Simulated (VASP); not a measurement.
# Ir2O (P6/mmm) in VASP: further runs

The runs below take Ir2O through single point, relaxation of cell and atoms, with PBE.

Everything below comes from runs of VASP 6.6.1. Logs are shortened: lines on timing, memory, paths and dates and some standing lists are left out, and cuts for length are marked.

## 1. The cell of the first run

Symmetry: P6/mmm, No. 191, hexagonal system. Conventional cell: a = 4.227 Å, b = 4.227 Å, c = 2.678 Å, α = 90.00°, β = 90.00°, γ = 120.00°. Within 3.2 Å of Ir (site symmetry -6m2) lie 5 Ir at 2.44 to 2.68 Å and 3 O at 2.44 Å. Within 3.2 Å of O (site symmetry 6/mmm) lie 6 Ir at 2.44 Å and 2 O at 2.68 Å.

## 2. Single point, PBE

File INCAR:

```
ALGO = Normal
EDIFF = 1E-6
ENCUT = 520
GGA = PE
ISIF = 2
ISMEAR = 0
LASPH = True
LCHARG = False
LREAL = False
LWAVE = False
NBANDS = 19
NELM = 80
PREC = Accurate
SIGMA = 0.1
```

File KPOINTS:

```
k-points
0
Gamma
  6 6 6
```

File POSCAR:

```
Ir2O
1.0
    4.2273517117      0.0000000000      0.0000000000
   -2.1136758559      3.6609939731      0.0000000000
    0.0000000000      0.0000000000      2.6777860005
Ir O
2 1
Direct
    0.3333333333      0.6666666667      0.0000000000
    0.6666666667      0.3333333333      0.0000000000
    0.0000000000      0.0000000000      0.0000000000
```

Potentials or basis: VASP PAW PBE potentials, release 64 (Ir, O).

Launch:

```console
> cat potpaw_PBE.64/Ir/POTCAR potpaw_PBE.64/O/POTCAR > POTCAR
> mpirun -np 1 vasp_std > vasp.out
```

OUTCAR:

```text
EDIFF = 1E-6
   ENCUT = 520
   GGA = PE
   ISIF = 2
   ISMEAR = 0
   LASPH = True
   LREAL = False
   NELM = 80
   PREC = Accurate

 ion  position               nearest neighbor table
   1  0.333  0.667  0.000-   2 2.44   3 2.44   2 2.44   3 2.44   3 2.44   2 2.44
   2  0.667  0.333  0.000-   1 2.44   3 2.44   1 2.44   3 2.44   3 2.44   1 2.44
   3  0.000  0.000  0.000-   1 2.44   2 2.44   2 2.44   1 2.44   2 2.44   1 2.44

  LATTYP: Found a hexagonal cell.
 ALAT       =     4.2273517117
 C/A-ratio  =     0.6334429172

  Lattice vectors:

 A1 = (   4.2273517117,   0.0000000000,   0.0000000000)
 A2 = (  -2.1136758559,   3.6609939731,   0.0000000000)
 A3 = (   0.0000000000,   0.0000000000,   2.6777860005)

Analysis of symmetry for initial positions (statically):
=====================================================================
 Subroutine PRICEL returns:
 Original cell was already a primitive cell.

 Routine SETGRP: Setting up the symmetry group for a
 hexagonal supercell.

 Subroutine GETGRP returns: Found 24 space group operations
 (whereof 24 operations were pure point group operations)
 out of a pool of 24 trial point group operations.

The static configuration has the point symmetry D_6h.

Analysis of symmetry for dynamics (positions and initial velocities):
=====================================================================
 Subroutine PRICEL returns:
 Original cell was already a primitive cell.

 Routine SETGRP: Setting up the symmetry group for a
 hexagonal supercell.

 Subroutine GETGRP returns: Found 24 space group operations
 (whereof 24 operations were pure point group operations)
 out of a pool of 24 trial point group operations.

The dynamic configuration has the point symmetry D_6h.

 Subroutine INISYM returns: Found 24 space group operations
 (whereof 24 operations are pure point group operations),
 and found     1 'primitive' translations

----------------------------------------------------------------------------------------

                                     Primitive cell
[... 79 lines left out ...]
   dimension x,y,z NGXF=    64 NGYF=   64 NGZF=   40
   ions per type =               2   1
   NGX,Y,Z   is equivalent  to a cutoff of  12.58, 12.58, 12.42 a.u.
   NGXF,Y,Z  is equivalent  to a cutoff of  25.17, 25.17, 24.83 a.u.
 SYSTEM =  unknown system
   PREC   = accura    normal or accurate (medium, high low for compatibility)
   ISTART =      0    job   : 0-new  1-cont  2-samecut
   ICHARG =      2    charge: 1-file 2-atom 10-const
   ISPIN  =      1    spin polarized calculation?
   LNONCOLLINEAR =      F non collinear calculations
   LSORBIT =      F    spin-orbit coupling
   LASPH  =      T    aspherical Exc in radial PAW
   ENCUT  =  520.0 eV  38.22 Ry    6.18 a.u.   7.86  7.86  4.98*2*pi/ulx,y,z
   NELM   =     80;   NELMIN=  2; NELMDL= -5     # of ELM steps
   EDIFF  = 0.1E-05   stopping-criterion for ELM
   LREAL  =      F    real-space projection
   EDIFFG = 0.1E-04   stopping-criterion for IOM
   NSW    =      0    number of steps for IOM
   IBRION =     -1    ionic relax: 0-MD 1-quasi-New 2-CG
   NFREE  =      0    steps in history (QN), initial steepest desc. (CG)
   ISIF   =      2    stress and relaxation
   ISYM   =      2    0-nonsym 1-usesym 2-fastsym
   POTIM  = 0.5000    time-step for ionic-motion
   TEBEG  =    0.0;   TEEND  =   0.0 temperature during run
   PSTRESS=    0.0 pullay stress
   NELECT =      24.0000    total number of electrons
   NUPDOWN=      -1.0000    fix difference up-down
   EMIN   =  10.00;   EMAX   =-10.00  energy-range for DOS
   EFERMI =   0.00;   METHOD = LEGACY
   ISMEAR =     0;   SIGMA  =   0.10  broadening in eV -4-tet -1-fermi 0-gaus
   EFERMI_NEDOS =   21; number of points for ismear=-14 and -15
   IALGO  =     38    algorithm
   IMIX   =      4    mixing-type and parameters
     AMIX     =   0.40;   BMIX     =  1.00
     AMIX_MAG =   1.60;   BMIX_MAG =  1.00
  volume/ion in A,a.u.               =      13.81        93.22
  Fermi-wavevector in a.u.,A,eV,Ry     =   1.364575  2.578673 25.334941  1.862066
  Thomas-Fermi vector in A             =   2.490879
   LORBIT       =      0    0 simple, 1 ext, 2 COOP (PROOUT), +10 PAW based schemes
   GGA     = PE    functional components
   LHFCALC =     F    Hartree Fock is set to
   AEXX    =    0.0000 exact exchange contribution
   IVDW    =     0    specifies the selected vdW correction
   LEPSILON=     F    determine dielectric tensor
   LRPA    =     F    only Hartree local field effects (RPA)
 non-spin polarized calculation
 Gauss-broadening in eV      SIGMA  =   0.10
  energy-cutoff  :      520.00
  volume of cell :       41.44
 maximum number of plane-waves:      1130
 NGX is ok and might be reduce to    32
   NGX = 15   NGY = 15   NGZ =  9

 number of electron      23.9999992 magnetization

 Free energy of the ion-electron system (eV)
  ---------------------------------------------------
  ext. energy  EPLUGINS =         0.00000000
  ---------------------------------------------------
  free energy    TOTEN  =       -20.19753461 eV

  energy without entropy =      -20.17785440  energy(sigma->0) =      -20.18769451

 E-fermi :   6.7800     XC(G=0): -12.5739

 val. band max:        6.7481409551   @ k =   0.3333   0.0000   0.3333
 cond. band min:       6.8182270893   @ k =   0.3333   0.0000   0.1667
 fundamental gap:      0.0700861342
 Fermi energy:         6.7799936677

 k-point     1 :       0.0000    0.0000    0.0000
  band No.  band energies     occupation
      1     -11.4465      2.00000
      2       0.0001      2.00000
      3       0.4268      2.00000
      4       0.4268      2.00000
      5       1.9185      2.00000
      6       2.6608      2.00000
[... 505 lines left out ...]
      6       2.6016      2.00000
[... 11 lines left out ...]
     18      15.5158      0.00000
     19      18.4980      0.00000

 [... further k-points ...]
[... 5 lines left out ...]
  --------------------------------------------------------------------------------------
  -------------------------------------------------------------------------------------
  Total        0.1472678      0.1472678     -0.0334262     -0.0000000      0.0000000      0.0000000
  in kB        5.6934433      5.6934433     -1.2922721     -0.0000000      0.0000000      0.0000000
  external PRESSURE =       3.3648715 kB  Pullay stress =       0.0000000 kB

 VOLUME and BASIS-vectors are now :
 -----------------------------------------------------------------------------
  energy-cutoff  :      520.00
  volume of cell :       41.44
      direct lattice vectors                 reciprocal lattice vectors
     4.227351712  0.000000000  0.000000000     0.236554720  0.136574931  0.000000000
    -2.113675856  3.660993973  0.000000000     0.000000000  0.273149862  0.000000000
     0.000000000  0.000000000  2.677786000     0.000000000  0.000000000  0.373442837

 POSITION                                       TOTAL-FORCE (eV/Angst)
 -----------------------------------------------------------------------------------
     -0.00000      2.44066      0.00000        -0.000000      0.000000      0.000000
      2.11368      1.22033      0.00000         0.000000      0.000000      0.000000
      0.00000      0.00000      0.00000        -0.000000      0.000000      0.000000
 -----------------------------------------------------------------------------------
    total drift:                               -0.000000      0.000000     -0.000000

  FREE ENERGIE OF THE ION-ELECTRON SYSTEM (eV)
  ---------------------------------------------------
  free  energy   TOTEN  =       -20.1975346145 eV

  energy  without entropy=      -20.1778544019  energy(sigma->0) =      -20.18769451
```

Run time: 9.3 s. Hardware: 1 thread of Intel Xeon 6975P-C (Granite Rapids), shared host; peak memory 0.17 GiB.

What came out:

| Quantity | Value |
| --- | --- |
| Free energy | -20.1975 eV |
| Pressure | 0.3 GPa |
| Band gap on the k mesh | zero (band 12 reaches 8.55 eV, above the bottom of band 13 at 6.45 eV) |

Stress tensor (GPa, compression positive):
```
 0.57  0.00  0.00
 0.00  0.57  0.00
 0.00  0.00 -0.13
```

Levels at points of the mesh, in eV from the Fermi level:
```tsv
k point	band 8	band 9	band 10	band 11	band 12	band 13	band 14	band 15	band 16	band 17
(0.00, 0.00, 0.00)	-3.73	-1.81	-1.81	-0.69	0.50	0.50	1.34	1.34	6.14	6.14
(0.50, 0.00, 0.00)	-2.08	-2.08	-1.31	-0.35	-0.09	0.14	0.52	0.87	3.57	6.28
(0.00, 0.00, 0.50)	-3.12	-3.12	-2.02	-2.02	1.50	1.50	1.99	2.64	5.10	10.12
(0.50, 0.00, 0.50)	-2.28	-1.96	-1.18	-1.09	0.10	1.18	2.43	3.67	6.48	6.63
```

Caveat: the k points lie up to 0.39 Å⁻¹ apart; spin-orbit coupling is left out, which moves the levels of the heavy elements.

## 3. Single point, PBE, collinear spin, ferromagnetic start

This run uses another cell than the first one, of 12.65 Å³/atom, 0.916 times its volume.

File INCAR:

```
  PREC = Accurate
  ENCUT = 520
  EDIFF = 1E-6
  ISMEAR = 0
  SIGMA = 0.1
  LREAL = F
  LASPH = T
  NELM = 150
  ALGO = Normal
  ISIF = 2
  LWAVE = F
  LCHARG = F
  ISPIN = 2
  MAGMOM = 1 1 0
  LORBIT = 11
  LMAXMIX = 4
  GGA = PE
  NBANDS = 23
```

File KPOINTS:

```
regular mesh
0
Gamma
  6 6 4
```

File POSCAR:

```
Ir2O
1.0
    3.3663045000      0.0000000000      0.0000000000
   -1.6831522500      2.9153052100      0.0000000000
    0.0000000000      0.0000000000      3.8668151400
Ir O
2 1
Direct
    0.3333333300      0.6666666700      0.0000000000
    0.6666666700      0.3333333300      0.0000000000
    0.0000000000      0.0000000000      0.0000000000
```

Potentials or basis: VASP PAW PBE potentials, release 64 (Ir, O).

Launch:

```console
> cat potpaw_PBE.64/Ir/POTCAR potpaw_PBE.64/O/POTCAR > POTCAR
> mpirun -np 1 vasp_std > vasp.out
```

OUTCAR:

```text
PREC = Accurate
   ENCUT = 520
   EDIFF = 1E-6
   ISMEAR = 0
   LREAL = F
   LASPH = T
   NELM = 150
   ISIF = 2
   ISPIN = 2
   LORBIT = 11
   GGA = PE

 ion  position               nearest neighbor table
   1  0.333  0.667  0.000-   2 1.94   3 1.94   2 1.94   3 1.94   3 1.94   2 1.94
   2  0.667  0.333  0.000-   1 1.94   3 1.94   1 1.94   3 1.94   3 1.94   1 1.94
   3  0.000  0.000  0.000-   1 1.94   2 1.94   1 1.94   2 1.94   2 1.94   1 1.94

  LATTYP: Found a hexagonal cell.
 ALAT       =     3.3663045000
 C/A-ratio  =     1.1486825211

  Lattice vectors:

 A1 = (   3.3663045000,   0.0000000000,   0.0000000000)
 A2 = (  -1.6831522500,   2.9153052100,   0.0000000000)
 A3 = (   0.0000000000,   0.0000000000,   3.8668151400)

Analysis of symmetry for initial positions (statically):
=====================================================================
 Subroutine PRICEL returns:
 Original cell was already a primitive cell.

 Routine SETGRP: Setting up the symmetry group for a
 hexagonal supercell.

 Subroutine GETGRP returns: Found 24 space group operations
 (whereof 24 operations were pure point group operations)
 out of a pool of 24 trial point group operations.

The static configuration has the point symmetry D_6h.

Analysis of symmetry for dynamics (positions and initial velocities):
=====================================================================
 Subroutine PRICEL returns:
 Original cell was already a primitive cell.

 Routine SETGRP: Setting up the symmetry group for a
 hexagonal supercell.

 Subroutine GETGRP returns: Found 24 space group operations
 (whereof 24 operations were pure point group operations)
 out of a pool of 24 trial point group operations.

The dynamic configuration has the point symmetry D_6h.

Analysis of structural, dynamic, and magnetic symmetry:
=====================================================================
 Subroutine PRICEL returns:
 Original cell was already a primitive cell.

[... 152 lines left out ...]
  free energy    TOTEN  =        -2.59284525 eV

  energy without entropy =       -2.57946490  energy(sigma->0) =       -2.58615508

 E-fermi :   9.0592     XC(G=0): -12.1420

 val. band max:        9.0272753427   @ k =   0.1667   0.0000   0.0000
 cond. band min:       9.0871392331   @ k =   0.1667   0.1667   0.2500
 fundamental gap:      0.0598638904
 Fermi energy:         9.0592203723

 spin component 1

 k-point     1 :       0.0000    0.0000    0.0000
  band No.  band energies     occupation
      1     -15.2703      1.00000
      2      -3.7810      1.00000
      3      -3.7810      1.00000
      4       1.4944      1.00000
      5       1.4989      1.00000
      6       1.4989      1.00000
[... 535 lines left out ...]
     22      29.6175      0.00000
     23      30.6444      0.00000
 Fermi energy:         9.0592203723

 spin component 2

 k-point     1 :       0.0000    0.0000    0.0000
  band No.  band energies     occupation
      1     -15.2702      1.00000
      2      -3.7809      1.00000
      3      -3.7809      1.00000
      4       1.4944      1.00000
      5       1.4990      1.00000
      6       1.4990      1.00000
[... 535 lines left out ...]
     22      29.6176      0.00000
     23      30.6445      0.00000

------------------------ aborting loop because EDIFF is reached ----------------------------------------

  FORCE on cell =-STRESS in cart. coord.  units (eV):
  Direction    XX          YY          ZZ          XY          YZ          ZX
  --------------------------------------------------------------------------------------
  -------------------------------------------------------------------------------------
  Total       98.6838758     98.6838756      0.1494626      0.0000000      0.0000000      0.0000000
  in kB     4166.4477877   4166.4477766      6.3103317      0.0000000      0.0000000      0.0000000
  external PRESSURE =    2779.7352986 kB  Pullay stress =       0.0000000 kB

 VOLUME and BASIS-vectors are now :
 -----------------------------------------------------------------------------
  energy-cutoff  :      520.00
  volume of cell :       37.95
      direct lattice vectors                 reciprocal lattice vectors
     3.366304500  0.000000000  0.000000000     0.297061659  0.171508629  0.000000000
    -1.683152250  2.915305210  0.000000000     0.000000000  0.343017258  0.000000000
     0.000000000  0.000000000  3.866815140     0.000000000  0.000000000  0.258610759

 POSITION                                       TOTAL-FORCE (eV/Angst)
 -----------------------------------------------------------------------------------
     -0.00000      1.94354      0.00000         0.000000     -0.000000      0.000000
      1.68315      0.97177      0.00000         0.000000      0.000000      0.000000
      0.00000      0.00000      0.00000        -0.000000      0.000000      0.000000
 -----------------------------------------------------------------------------------
    total drift:                                0.000000      0.000000     -0.000000

  FREE ENERGIE OF THE ION-ELECTRON SYSTEM (eV)
  ---------------------------------------------------
  free  energy   TOTEN  =        -2.5928452508 eV

  energy  without entropy=       -2.5794649004  energy(sigma->0) =       -2.58615508

 total charge

# of ion       s       p       d       tot
------------------------------------------
    1        1.062   1.064   8.201  10.327
    2        1.062   1.064   8.201  10.327
    3        1.605   3.750   0.000   5.355
--------------------------------------------------
tot          3.728   5.878  16.403  26.009

 magnetization (x)

# of ion       s       p       d       tot
------------------------------------------
    1        0.000   0.000   0.000   0.000
    2        0.000   0.000   0.000   0.000
    3        0.000   0.000   0.000   0.000
--------------------------------------------------
tot          0.000   0.000   0.000   0.000
```

OSZICAR:

```text
N       E                     dE             d eps       ncg     rms          rms(c)
DAV:   1     0.250569974366E+03    0.25057E+03   -0.11204E+04  1932   0.103E+03
DAV:   2     0.584973237263E+01   -0.24472E+03   -0.22215E+03  1981   0.309E+02
DAV:   3    -0.503215708335E+01   -0.10882E+02   -0.10723E+02  2443   0.769E+01
DAV:   4    -0.517778978245E+01   -0.14563E+00   -0.14559E+00  2296   0.839E+00
DAV:   5    -0.518141268843E+01   -0.36229E-02   -0.36228E-02  2543   0.134E+00    0.691E+01
DAV:   6    -0.293260564643E+01    0.22488E+01   -0.60670E+00  2790   0.279E+01    0.450E+01
DAV:   7    -0.269538473081E+01    0.23722E+00   -0.16471E+00  2567   0.142E+01    0.154E+01
DAV:   8    -0.259471184471E+01    0.10067E+00   -0.20201E-01  2751   0.484E+00    0.212E+00
DAV:   9    -0.259354813724E+01    0.11637E-02   -0.33735E-02  2316   0.139E+00    0.589E-01
DAV:  10    -0.259290463361E+01    0.64350E-03   -0.15251E-03  2454   0.332E-01    0.206E-01
DAV:  11    -0.259289952387E+01    0.51097E-05   -0.49911E-04  2142   0.188E-01    0.102E-01
DAV:  12    -0.259284159935E+01    0.57925E-04   -0.34795E-05  2233   0.542E-02    0.315E-02
DAV:  13    -0.259284300984E+01   -0.14105E-05   -0.11579E-05  2214   0.271E-02    0.175E-02
DAV:  14    -0.259284439870E+01   -0.13889E-05   -0.14338E-06  1860   0.114E-02    0.604E-03
DAV:  15    -0.259284525079E+01   -0.85209E-06   -0.46687E-07  1716   0.482E-03
   1 F= -.25928453E+01 E0= -.25861551E+01  d E =-.133804E-01  mag=    -0.0000
```

stdout:

```text
POSCAR found type information on POSCAR IrO
 POSCAR found :  2 types and       3 ions
 scaLAPACK will be used
 LDA part: xc-table for (Slater+PW92), standard interpolation
 POSCAR, INCAR and KPOINTS ok, starting setup
 FFT: planning ... GRIDC
 FFT: planning ... GRID_SOFT
 FFT: planning ... GRID
 WAVECAR not read
 entering main loop
```

It took 23 s on 1 thread of Intel Xeon 6975P-C (Granite Rapids), shared host; peak memory 0.2 GiB.

Results:

| Item | Value |
| --- | --- |
| Free energy | -2.5928 eV |
| Pressure | 278.0 GPa |
| Band gap on the k mesh | zero (filled and empty bands overlap) |
| Net moment | 0.00 μB per cell |

Caveat: the k points lie up to 0.41 Å⁻¹ apart; spin-orbit coupling is left out, which moves the levels of the heavy elements.

(Continued in part 2 of 2.)
